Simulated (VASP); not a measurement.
A run of VASP 6.6.1 is set up as follows.

Contents of POSCAR:

```
Mg2C
1.0
    0.0000000000      2.7109426093      2.7109426093
    2.7109426093      0.0000000000      2.7109426093
    2.7109426093      2.7109426093      0.0000000000
C Mg
1 2
Direct
    0.0000000000      0.0000000000      0.0000000000
    0.2500000000      0.2500000000      0.2500000000
    0.7500000000      0.7500000000      0.7500000000
```

INCAR.step1

```
  ALGO = Normal
  EDIFF = 1E-8
  ENCUT = 500
  GGA = PE
  ISMEAR = 0
  LASPH = T
  LCHARG = F
  LREAL = F
  LWAVE = T
  NELM = 100
  PREC = Accurate
  SIGMA = 0.01
```

File INCAR.step2:

```
  ALGO = Exact
  EDIFF = 1E-8
  ENCUT = 500
  GGA = PE
  ISMEAR = 0
  ISTART = 1
  LASPH = T
  LCHARG = F
  LOPTICS = T
  LREAL = F
  LWAVE = T
  NBANDS = 279
  NELM = 1
  PREC = Accurate
  SIGMA = 0.01
```

File INCAR.step3:

```
  ALGO = EVGW0
  EDIFF = 1E-8
  ENCUT = 500
  ENCUTGW = 200
  GGA = PE
  ISMEAR = 0
  ISTART = 1
  LASPH = T
  LCHARG = F
  LREAL = F
  LWAVE = F
  NBANDS = 279
  NBANDSGW = 12
  NELMGW = 1
  NOMEGA = 48
  PREC = Accurate
  PRECFOCK = Fast
  SIGMA = 0.01
```

Contents of KPOINTS:

```
k-points
0
Gamma
  4 4 4
```

Potentials or basis: VASP PAW PBE potentials, release 64 (C_GW, Mg_GW).

Launch:

```sh
$ cat potpaw_PBE.64/C_GW/POTCAR potpaw_PBE.64/Mg_GW/POTCAR > POTCAR
$ cp INCAR.step1 INCAR
$ mpirun -np 1 vasp_std > vasp.out
$ cp INCAR.step2 INCAR
$ mpirun -np 1 vasp_std > vasp.out
$ cp INCAR.step3 INCAR
$ mpirun -np 1 vasp_std > vasp.out
```

Question: Predict the quasiparticle gap.

Answer: 1.29 eV.

Question: What does it give for the least direct quasiparticle gap?

Answer: 2.22 eV.

Question: What does it give for the band gap on the k mesh, mean-field level?

Answer: 0.69 eV, indirect (least direct gap 1.47 eV).

Caveat: the k points lie up to 0.50 Å⁻¹ apart; bands, screening cutoff and mesh are small and nothing is extrapolated, so the quasiparticle values aren't converged. A k mesh can miss the band edges.
